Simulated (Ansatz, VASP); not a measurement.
# BP in VASP and in Ansatz

```
B P
1.0
     0.00000    2.27415    2.27415
     2.27415    0.00000    2.27415
     2.27415    2.27415    0.00000
B P
1 1
Direct
  0.00000 0.00000 0.00000
  0.25000 0.25000 0.25000
```

Alike in both runs: task relaxation of cell and atoms; functional PBE; dispersion D3(BJ); k mesh 10 × 10 × 10; occupations gaussian, width 0.02 eV; no spin polarisation.

|  | VASP | Ansatz |
| --- | --- | --- |
| version | VASP 6.6.1 | Ansatz 0.2.0 |
| potentials or method | VASP PAW PBE potentials, release 64 (B, P), cutoff 600 eV | scalar-relativistic, plane waves, PAW |
| valence electrons in the cell | 8 | 8 |

Ansatz gave:

| Property | Result |
| --- | --- |
| gap on the k mesh at the Fermi level, each at its own relaxed structure (eV) | 1.22 |
| relaxed volume (Å³/atom) | 11.45 |
| relaxed cell length with the largest relative difference (Å) | 3.187 |

**Question.** What did VASP give for the same quantities?

**Answer.** gap on the k mesh at the Fermi level, each at its own relaxed structure (eV): 1.21; relaxed volume (Å³/atom): 11.43; relaxed cell length with the largest relative difference (Å): 3.186.
